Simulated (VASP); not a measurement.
HfB: single point with PBE

HfB:

```xyz
2
Lattice="0.0000 2.3100 2.2753 2.3100 0.0000 2.2753 2.3100 2.3100 0.0000" Properties=species:S:1:pos:R:3 pbc="T T T"
Hf    2.3100    2.3100    2.2753
B     0.0000    0.0000    0.0000
```

This cell differs from its parent crystal: strain +0.000 along x and y, -0.015 along z.

```yaml
Program: VASP 6.6.1
Task: single point
Functional: PBE
Potentials_or_basis: VASP PAW PBE potentials, release 64 (Hf_pv, B)
Cutoff: 520 eV
k_mesh: 18 × 18 × 18
Occupations: gaussian, width 0.15 eV
Spin: no spin polarisation
```

| Quantity | Value |
| --- | --- |
| Pressure | 35.2 GPa |
| Band gap on the k mesh | zero (an odd number of electrons rules out a gap without spin polarisation) |

Stress tensor (GPa, compression positive):
```
32.38  0.00  0.00
 0.00 32.38  0.00
 0.00  0.00 40.77
```

Levels at points of the mesh, in eV from the Fermi level:
```csv
k point,band 4,band 5,band 6,band 7,band 8,band 9,band 10,band 11
"(0.00, 0.00, 0.00)",-9.63,2.15,2.15,2.34,3.96,3.96,4.08,4.18
"(0.50, 0.00, 0.00)",-5.07,-4.01,-1.44,-1.38,6.57,6.71,7.73,8.53
"(0.50, 0.50, 0.00)",-6.76,-1.17,-0.73,2.34,2.34,6.37,8.03,8.03
"(0.50, 0.00, 0.50)",-6.80,-1.14,-0.93,2.42,2.51,6.33,7.95,8.14
```

Run time: 2.1 min on 1 thread of Intel Xeon 8259CL (shared host), peak memory 0.28 GiB.

Caveat: the cell differs from its parent crystal (strain +0.000 along x and y, -0.015 along z); the cell stands under pressure; spin-orbit coupling is left out, which moves the levels of the heavy elements.
